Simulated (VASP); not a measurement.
# LiCl in VASP: a series of runs

The runs below take LiCl through single point, relaxation of cell and atoms, with r2SCAN, PBE.

All numbers are computed with VASP 6.6.1; they aren't measurements. Logs are shortened: lines on timing, memory, paths and dates and some standing lists are left out, and cuts for length are marked.

### 1 The cell of the first run

The structure is trigonal, space group R3m (No. 160). Conventional cell: a = 10.804 Å, b = 10.804 Å, c = 3.709 Å, α = 90.00°, β = 90.00°, γ = 120.00°. Li (site symmetry m) has 4 Cl at 2.35 to 2.49 Å within 3.1 Å. Cl (site symmetry m) has 4 Li at 2.35 to 2.49 Å within 3.1 Å.

### 2 Single point, r2SCAN

File POSCAR:

```
LiCl
1.0
    5.4018626351      3.1187668465      1.2364890186
   -5.4018626351      3.1187668465      1.2364890186
    0.0000000000     -6.2375336931      1.2364890185
Li Cl
3 3
Direct
    0.7991333562      0.1864739082      0.7991333562
    0.1864739082      0.7991333562      0.7991333562
    0.7991333562      0.7991333562      0.1864739082
    0.1929445374      0.1929445374      0.8293703045
    0.8293703045      0.1929445374      0.1929445374
    0.1929445374      0.8293703045      0.1929445374
```

File INCAR.step1:

```
PREC = Accurate
ENCUT = 520
ISMEAR = 0
SIGMA = 0.02
LREAL = False
LASPH = True
NELM = 100
NBANDS = 24
GGA = PE
ALGO = Normal
EDIFF = 1E-4
LWAVE = True
LCHARG = False
```

File INCAR.step2:

```
PREC = Accurate
ENCUT = 520
EDIFF = 1E-7
ISMEAR = 0
SIGMA = 0.02
LREAL = False
LASPH = True
NELM = 100
ALGO = Normal
ISIF = 2
LWAVE = False
LCHARG = False
METAGGA = R2SCAN
LMIXTAU = True
NBANDS = 24
ISTART = 1
```

File KPOINTS:

```
Automatic mesh
0
Gamma
  6 6 6
```

Potentials or basis: VASP PAW PBE potentials, release 64 (Li_sv, Cl).

Command:

```
$ cat potpaw_PBE.64/Li_sv/POTCAR potpaw_PBE.64/Cl/POTCAR > POTCAR
$ cp INCAR.step1 INCAR
$ mpirun -np 1 vasp_std > vasp.out
$ cp INCAR.step2 INCAR
$ mpirun -np 1 vasp_std > vasp.out
```

OUTCAR:

```text
PREC = Accurate
   ENCUT = 520
   EDIFF = 1E-7
   ISMEAR = 0
   LREAL = False
   LASPH = True
   NELM = 100
   ISIF = 2
   METAGGA = R2SCAN
   ISTART = 1

 ion  position               nearest neighbor table
   1  0.799  0.186  0.799-   6 2.35   4 2.41   5 2.41   6 2.49
   2  0.186  0.799  0.799-   5 2.35   4 2.41   6 2.41   5 2.49
   3  0.799  0.799  0.186-   4 2.35   5 2.41   6 2.41   4 2.49
   4  0.193  0.193  0.829-   3 2.35   2 2.41   1 2.41   3 2.49
   5  0.829  0.193  0.193-   2 2.35   3 2.41   1 2.41   2 2.49
   6  0.193  0.829  0.193-   1 2.35   3 2.41   2 2.41   1 2.49

  LATTYP: Found a trigonal (rhomboedric) cell.
 ALAT       =     6.3589096286
 COS(alpha) =    -0.4432838842

  Lattice vectors:

 A1 = (   5.4018626351,   3.1187668465,   1.2364890186)
 A2 = (  -5.4018626351,   3.1187668465,   1.2364890186)
 A3 = (   0.0000000000,  -6.2375336931,   1.2364890185)

Analysis of symmetry for initial positions (statically):
=====================================================================
 Subroutine PRICEL returns:
 Original cell was already a primitive cell.

 Routine SETGRP: Setting up the symmetry group for a
 trigonal (rhombohedral) supercell.

 Subroutine GETGRP returns: Found  6 space group operations
 (whereof  6 operations were pure point group operations)
 out of a pool of 12 trial point group operations.

The static configuration has the point symmetry C_3v.

Analysis of symmetry for dynamics (positions and initial velocities):
=====================================================================
 Subroutine PRICEL returns:
 Original cell was already a primitive cell.

 Routine SETGRP: Setting up the symmetry group for a
 trigonal (rhombohedral) supercell.

 Subroutine GETGRP returns: Found  6 space group operations
 (whereof  6 operations were pure point group operations)
 out of a pool of 12 trial point group operations.

The dynamic configuration has the point symmetry C_3v.

 Subroutine INISYM returns: Found  6 space group operations
 (whereof  6 operations are pure point group operations),
 and found     1 'primitive' translations

----------------------------------------------------------------------------------------

                                     Primitive cell

  volume of cell :     124.9879

  direct lattice vectors                    reciprocal lattice vectors
     5.401862635  3.118766846  1.236489019     0.092560665  0.053439925  0.269580504
    -5.401862635  3.118766846  1.236489019    -0.092560665  0.053439925  0.269580504
     0.000000000 -6.237533693  1.236489018     0.000000000 -0.106879850  0.269580504

  length of vectors
     6.358909629  6.358909629  6.358909629     0.289994743  0.289994743  0.289994743

  position of ions in fractional coordinates (direct lattice)
     0.799133356  0.186473908  0.799133356
     0.186473908  0.799133356  0.799133356
     0.799133356  0.799133356  0.186473908
     0.192944537  0.192944537  0.829370305
     0.829370305  0.192944537  0.192944537
     0.192944537  0.829370305  0.192944537

  ion indices of the primitive-cell ions
   primitive index   ion index
                 1           1
                 2           2
                 3           3
                 4           4
                 5           5
                 6           6

----------------------------------------------------------------------------------------

 KPOINTS: Automatic mesh

Automatic generation of k-mesh.
 Grid dimensions read from file:
 generate k-points for:    6    6    6

 Generating k-lattice:

  Cartesian coordinates                     Fractional coordinates (reciprocal lattice)
     0.015426778  0.008906654  0.044930084     0.166666667  0.000000000  0.000000000
    -0.015426778  0.008906654  0.044930084     0.000000000  0.166666667  0.000000000
     0.000000000 -0.017813308  0.044930084    -0.000000000 -0.000000000  0.166666667

  Length of vectors
     0.048332457  0.048332457  0.048332457

  Shift w.r.t. Gamma in fractional coordinates (k-lattice)
     0.000000000  0.000000000  0.000000000

 Subroutine IBZKPT returns following result:
 ===========================================

 Found     32 irreducible k-points:

 Following reciprocal coordinates:
            Coordinates               Weight
  0.000000  0.000000  0.000000      1.000000
  0.166667 -0.000000  0.000000      6.000000
  0.333333 -0.000000  0.000000      6.000000
  0.500000 -0.000000  0.000000      3.000000
  0.166667  0.166667  0.000000      6.000000
  0.333333  0.166667  0.000000     12.000000
[... 16 lines left out ...]
  0.500000  0.500000  0.166667      6.000000
 -0.333333  0.500000  0.166667     12.000000
 [... further k-points ...]
   k-points           NKPTS =     32   k-points in BZ     NKDIM =     32   number of bands    NBANDS=     24
   number of dos      NEDOS =    301   number of ions     NIONS =      6
   total plane-waves  NPLWV = 110592
   dimension x,y,z NGX =    48 NGY =   48 NGZ =   48
   dimension x,y,z NGXF=    96 NGYF=   96 NGZF=   96
   ions per type =               3   3
   NGX,Y,Z   is equivalent  to a cutoff of  12.55, 12.55, 12.55 a.u.
   NGXF,Y,Z  is equivalent  to a cutoff of  25.10, 25.10, 25.10 a.u.
 SYSTEM =  unknown system
   PREC   = accura    normal or accurate (medium, high low for compatibility)
   ISTART =      1    job   : 0-new  1-cont  2-samecut
   ICHARG =      0    charge: 1-file 2-atom 10-const
   ISPIN  =      1    spin polarized calculation?
   LNONCOLLINEAR =      F non collinear calculations
   LSORBIT =      F    spin-orbit coupling
   LASPH  =      T    aspherical Exc in radial PAW
   ENCUT  =  520.0 eV  38.22 Ry    6.18 a.u.  11.82 11.82 11.82*2*pi/ulx,y,z
   NELM   =    100;   NELMIN=  2; NELMDL=  0     # of ELM steps
   EDIFF  = 0.1E-06   stopping-criterion for ELM
   LREAL  =      F    real-space projection
   EDIFFG = 0.1E-05   stopping-criterion for IOM
   NSW    =      0    number of steps for IOM
   IBRION =     -1    ionic relax: 0-MD 1-quasi-New 2-CG
   NFREE  =      0    steps in history (QN), initial steepest desc. (CG)
   ISIF   =      2    stress and relaxation
   ISYM   =      2    0-nonsym 1-usesym 2-fastsym
   POTIM  = 0.5000    time-step for ionic-motion
   TEBEG  =    0.0;   TEEND  =   0.0 temperature during run
   PSTRESS=    0.0 pullay stress
   NELECT =      30.0000    total number of electrons
   NUPDOWN=      -1.0000    fix difference up-down
   EMIN   =  10.00;   EMAX   =-10.00  energy-range for DOS
   EFERMI =   0.00;   METHOD = LEGACY
   ISMEAR =     0;   SIGMA  =   0.02  broadening in eV -4-tet -1-fermi 0-gaus
   EFERMI_NEDOS =   21; number of points for ismear=-14 and -15
   IALGO  =     38    algorithm
   IMIX   =      4    mixing-type and parameters
     AMIX     =   0.40;   BMIX     =  1.00
     AMIX_MAG =   1.60;   BMIX_MAG =  1.00
  volume/ion in A,a.u.               =      20.83       140.58
  Fermi-wavevector in a.u.,A,eV,Ry     =   1.017402  1.922611 14.083484  1.035107
  Thomas-Fermi vector in A             =   2.150801
   LORBIT       =      0    0 simple, 1 ext, 2 COOP (PROOUT), +10 PAW based schemes
   METAGGA = R2SCAN    functional components
   LHFCALC =     F    Hartree Fock is set to
   AEXX    =    0.0000 exact exchange contribution
   IVDW    =     0    specifies the selected vdW correction
   LEPSILON=     F    determine dielectric tensor
   LRPA    =     F    only Hartree local field effects (RPA)
 non-spin polarized calculation
 Gauss-broadening in eV      SIGMA  =   0.02
  energy-cutoff  :      520.00
  volume of cell :      124.99
 maximum number of plane-waves:      3400
   NGX = 23   NGY = 23   NGZ = 23

 number of electron      29.9999998 magnetization

 Free energy of the ion-electron system (eV)
  ---------------------------------------------------
  ext. energy  EPLUGINS =         0.00000000
  ---------------------------------------------------
  free energy    TOTEN  =       -37.48862310 eV

  energy without entropy =      -37.48862310  energy(sigma->0) =      -37.48862310

 E-fermi :  -1.3679     XC(G=0):  -8.0582

 val. band max:       -1.4750420125   @ k =   0.0000   0.0000   0.0000
 cond. band min:       4.9458625946   @ k =   0.0000   0.0000   0.0000
 fundamental gap:      6.4209046071
 Fermi energy:        -1.3679322408

 k-point     1 :       0.0000    0.0000    0.0000
  band No.  band energies     occupation
      1     -45.9510      2.00000
      2     -45.9488      2.00000
      3     -45.9488      2.00000
      4     -14.8907      2.00000
      5     -14.5027      2.00000
      6     -14.5027      2.00000
[... 16 lines left out ...]
     23       9.4989      0.00000
     24      10.3650      0.00000

 k-point     2 :       0.1667   -0.0000    0.0000
  band No.  band energies     occupation
      1     -45.9506      2.00000
      2     -45.9487      2.00000
      3     -45.9487      2.00000
      4     -14.8255      2.00000
      5     -14.4819      2.00000
      6     -14.4714      2.00000
[... 16 lines left out ...]
     23       9.9725      0.00000
     24      10.2074      0.00000

 k-point     3 :       0.3333   -0.0000    0.0000
  band No.  band energies     occupation
      1     -45.9499      2.00000
      2     -45.9487      2.00000
      3     -45.9484      2.00000
      4     -14.6756      2.00000
      5     -14.4542      2.00000
      6     -14.4072      2.00000
[... 16 lines left out ...]
     23      10.2854      0.00000
     24      10.5215      0.00000

 k-point     4 :       0.5000   -0.0000    0.0000
  band No.  band energies     occupation
      1     -45.9494      2.00000
      2     -45.9488      2.00000
      3     -45.9483      2.00000
      4     -14.5744      2.00000
      5     -14.4637      2.00000
      6     -14.3744      2.00000
[... 16 lines left out ...]
     23      10.2652      0.00000
     24      10.5039      0.00000

 k-point     5 :       0.1667    0.1667    0.0000
  band No.  band energies     occupation
      1     -45.9500      2.00000
      2     -45.9486      2.00000
      3     -45.9484      2.00000
      4     -14.6957      2.00000
      5     -14.4352      2.00000
      6     -14.4040      2.00000
[... 16 lines left out ...]
     23      10.4218      0.00000
     24      10.6575      0.00000

 k-point     6 :       0.3333    0.1667    0.0000
  band No.  band energies     occupation
      1     -45.9494      2.00000
      2     -45.9488      2.00000
      3     -45.9483      2.00000
      4     -14.5779      2.00000
      5     -14.4548      2.00000
      6     -14.3799      2.00000
[... 16 lines left out ...]
     23       9.9724      0.00000
     24      10.7491      0.00000
[... 379 lines left out ...]
 k-point    21 :      -0.3333    0.3333    0.1667
  band No.  band energies     occupation
      1     -45.9502      2.00000
      2     -45.9492      2.00000
      3     -45.9486      2.00000
      4     -14.7385      2.00000
      5     -14.5641      2.00000
      6     -14.4869      2.00000
[... 16 lines left out ...]
     23      10.1340      0.00000
     24      10.5658      0.00000

 k-point    22 :      -0.1667    0.3333    0.1667
  band No.  band energies     occupation
      1     -45.9498      2.00000
      2     -45.9489      2.00000
      3     -45.9483      2.00000
      4     -14.6594      2.00000
      5     -14.4791      2.00000
      6     -14.4000      2.00000
[... 16 lines left out ...]
     23      10.4946      0.00000
     24      10.8382      0.00000

 k-point    23 :       0.5000    0.5000    0.1667
  band No.  band energies     occupation
      1     -45.9499      2.00000
      2     -45.9495      2.00000
      3     -45.9487      2.00000
      4     -14.6772      2.00000
      5     -14.6193      2.00000
      6     -14.4966      2.00000
[... 16 lines left out ...]
     23      10.2623      0.00000
     24      10.7563      0.00000

 k-point    24 :      -0.3333    0.5000    0.1667
  band No.  band energies     occupation
      1     -45.9496      2.00000
      2     -45.9492      2.00000
      3     -45.9483      2.00000
      4     -14.6003      2.00000
      5     -14.5340      2.00000
      6     -14.4079      2.00000
[... 16 lines left out ...]
     23      10.5202      0.00000
     24      10.6976      0.00000

 [... further k-points ...]
[... 5 lines left out ...]
  --------------------------------------------------------------------------------------
  -------------------------------------------------------------------------------------
  Total       -0.6947366     -0.6947366     -0.7134321      0.0000000      0.0000000      0.0000000
  in kB       -8.9055922     -8.9055922     -9.1452439      0.0000000      0.0000000      0.0000000
  external PRESSURE =      -8.9854761 kB  Pullay stress =       0.0000000 kB

 VOLUME and BASIS-vectors are now :
 -----------------------------------------------------------------------------
  energy-cutoff  :      520.00
  volume of cell :      124.99
      direct lattice vectors                 reciprocal lattice vectors
     5.401862635  3.118766846  1.236489019     0.092560665  0.053439925  0.269580504
    -5.401862635  3.118766846  1.236489019    -0.092560665  0.053439925  0.269580504
     0.000000000 -6.237533693  1.236489018     0.000000000 -0.106879850  0.269580504

 POSITION                                       TOTAL-FORCE (eV/Angst)
 -----------------------------------------------------------------------------------
      3.30950     -1.91074      2.20681         0.016339     -0.009433      0.011454
     -3.30950     -1.91074      2.20681        -0.016339     -0.009433      0.011454
      0.00000      3.82148      2.20681        -0.000000      0.018866      0.011454
      0.00000     -3.96973      1.50265        -0.000000      0.014242     -0.011454
      3.43788      1.98486      1.50265        -0.012334     -0.007121     -0.011454
     -3.43788      1.98486      1.50265         0.012334     -0.007121     -0.011454
 -----------------------------------------------------------------------------------
    total drift:                                0.000000     -0.000003      0.071178

  FREE ENERGIE OF THE ION-ELECTRON SYSTEM (eV)
  ---------------------------------------------------
  free  energy   TOTEN  =       -37.4886231017 eV

  energy  without entropy=      -37.4886231017  energy(sigma->0) =      -37.48862310
```

It took 7.7 min on 1 thread of Intel Xeon Platinum 8488C (Sapphire Rapids), shared host; peak memory 0.38 GiB.

Results:

* Free energy: -37.4886 eV
* Largest force: 0.022 eV/Å
* Band gap on the k mesh: 6.42 eV

Forces on the atoms (eV/Å):
```
Li   0.016 -0.009  0.011
Li  -0.016 -0.009  0.011
Li   0.000  0.019  0.011
Cl   0.000  0.014 -0.011
Cl  -0.012 -0.007 -0.011
Cl   0.012 -0.007 -0.011
```

Caveat: the cutoff is under 1.25 times the usual one of these potentials, so pressure, stress and relaxed cells hold a basis-set (Pulay) error; the PAW data sets were made with another functional, which shifts forces and pressure a little.

### 3 Single point, PBE

This run uses another cell than the first one: it holds 12 atoms, not 6.

File INCAR:

```
ALGO     = Normal         # electronic algorithm
EDIFF    = 1E-7           # SCF threshold, eV
ENCUT    = 520            # plane-wave cutoff, eV
GGA      = PE             # functional
ISIF     = 2              # what is computed and relaxed
ISMEAR   = 0              # smearing method
LASPH    = T              # aspherical terms in the spheres
LCHARG   = F              # write CHGCAR
LREAL    = F              # projectors in reciprocal space
LWAVE    = F              # write WAVECAR
NBANDS   = 42             # bands
NELM     = 80             # most SCF steps
PREC     = Accurate       # precision mode
SIGMA    = 0.1            # smearing width, eV
```

File KPOINTS:

```
k-points
0
Gamma
  4 4 2
```

File POSCAR:

```
LiCl
1.0
   -5.4018626351     -3.1187668465     -1.2364890186
    5.4018626351     -3.1187668465     -1.2364890186
    0.0000000000     -0.0000000001      7.4189341113
Li Cl
6 6
Direct
    0.0000000000      0.6126594481      0.3995666781
    0.0000000000      0.6126594481      0.8995666781
    0.6126594481      0.0000000000      0.3995666781
    0.6126594481      0.0000000000      0.8995666781
    0.3873405519      0.3873405519      0.0932369541
    0.3873405519      0.3873405519      0.5932369541
    0.6364257670      0.6364257670      0.4146851522
    0.6364257670      0.6364257670      0.9146851522
    0.3635742330      1.0000000000      0.0964722687
    0.3635742330      1.0000000000      0.5964722687
    0.0000000000      0.3635742330      0.0964722687
    1.0000000000      0.3635742330      0.5964722687
```

Potentials or basis: VASP PAW PBE potentials, release 64 (Li_sv, Cl).

Command:

```
$ cat potpaw_PBE.64/Li_sv/POTCAR potpaw_PBE.64/Cl/POTCAR > POTCAR
$ mpirun -np 1 vasp_std > vasp.out
```

Run time: 2.7 min. Hardware: 1 thread of Intel Xeon Platinum 8488C (Sapphire Rapids), shared host; peak memory 0.38 GiB.

Results (log left out):

```yaml
Free_energy: -44.1041 eV
Band_gap_on_the_k_mesh: 5.73 eV
```

Forces in eV/Å, atoms in the order of the input:
```
Li  -0.001  0.001  0.000
Li  -0.001  0.001  0.000
Li   0.001  0.001  0.000
Li   0.001  0.001  0.000
Li   0.000 -0.002 -0.001
Li   0.000 -0.002 -0.001
Cl   0.000  0.002  0.000
Cl   0.000  0.002  0.000
Cl  -0.002 -0.001  0.000
Cl  -0.002 -0.001  0.000
Cl   0.002 -0.001  0.000
Cl   0.002 -0.001  0.000
```

Levels at points of the mesh, in eV from the valence-band top:
```
           k point  band 27  band 28  band 29  band 30  band 31  band 32  band 33  band 34
(0.00, 0.00, 0.00)    -0.35    -0.02     0.00     0.00     5.73     7.58     7.77     8.00
(0.50, 0.00, 0.00)    -0.36    -0.30    -0.18    -0.02     7.13     7.33     7.38     7.58
(0.50, 0.50, 0.00)    -0.30    -0.24    -0.18    -0.02     7.13     7.18     7.18     7.33
(0.00, 0.00, 0.50)    -0.18    -0.18    -0.17    -0.17     6.77     6.77     8.52     8.52
(0.50, 0.00, 0.50)    -0.42    -0.42    -0.30    -0.30     7.34     7.34     8.13     8.13
(0.50, 0.50, 0.50)    -0.36    -0.36    -0.30    -0.30     7.36     7.36     7.65     7.65
```

Caveat: the k points lie up to 0.46 Å⁻¹ apart; the cutoff is under 1.25 times the usual one of these potentials, so pressure, stress and relaxed cells hold a basis-set (Pulay) error.

[end of part 1 of 2]
